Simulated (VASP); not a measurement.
A run of VASP 6.6.1:

File INCAR:

```
PREC     = Accurate       # precision mode
ENCUT    = 520            # plane-wave cutoff, eV
EDIFF    = 1E-6           # SCF threshold, eV
ISMEAR   = -1             # smearing method
SIGMA    = 0.03           # smearing width, eV
LREAL    = False          # projectors in reciprocal space
LASPH    = True           # aspherical terms in the spheres
NELM     = 60             # most SCF steps
ALGO     = Normal         # electronic algorithm
ISIF     = 2              # what is computed and relaxed
LWAVE    = False          # write WAVECAR
LCHARG   = False          # write CHGCAR
GGA      = PS             # functional
NBANDS   = 15             # bands
```

File KPOINTS:

```
regular mesh
0
Gamma
  6 6 6
```

The input POSCAR:

```
KCl
1.0
    2.4542629483      1.4169693739      4.0346780078
   -2.4542629483      1.4169693739      4.0346780078
    0.0000000000     -2.8339387477      4.0346780078
K Cl
1 1
Direct
    1.0419431605      1.0419431605      1.0419431605
    0.2904898395      0.2904898395      0.2904898395
```

Potentials or basis: VASP PAW PBE potentials, release 64 (K_sv, Cl).

Run with:

```bash
$ cat potpaw_PBE.64/K_sv/POTCAR potpaw_PBE.64/Cl/POTCAR > POTCAR
$ mpirun -np 1 vasp_std > vasp.out
```

Hardware: 1 thread of Intel(R) Xeon(R) Platinum 8259CL CPU @ 2.50GHz (Skylake/Cascade Lake), on a shared host.

Problem. How long does it take, and how much memory?

Solution. Wall time 37 s on 1 thread of Intel(R) Xeon(R) Platinum 8259CL CPU @ 2.50GHz (Skylake/Cascade Lake), with other jobs on the host, peak memory 0.25 GiB. Counts: scf iterations 13, k points 32.
